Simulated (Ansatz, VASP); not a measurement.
ZnS: VASP beside Ansatz

```
Zn S
1.0
     0.00000    2.69409    2.69409
     2.69409    0.00000    2.69409
     2.69409    2.69409    0.00000
Zn S
1 1
Direct
  0.00000 0.00000 0.00000
  0.25000 0.25000 0.25000
```

Alike in both runs: task single point; functional HSE06; k mesh 4 × 4 × 4; no spin polarisation.

|  | VASP | Ansatz |
| --- | --- | --- |
| version | VASP 6.6.1 | Ansatz 0.2.0 |
| potentials or method | VASP PAW PBE potentials, release 64 (Zn, S) | plane waves |
| plane-wave cutoff (eV) | 520 | 420 |
| occupations | gaussian, width 0.01 eV | fixed |
| valence electrons in the cell | 18 | 18 |

```csv
,VASP,Ansatz,Ansatz less VASP
gap on the k mesh at the Fermi level (eV),3.38,3.39,+0.010
pressure (GPa),1.9,1.9,+0.02
```

Ansatz's warnings: stress exchange threshold loose, stress scf threshold loose.

The k mesh is coarse, so the values compare programs but aren't converged.
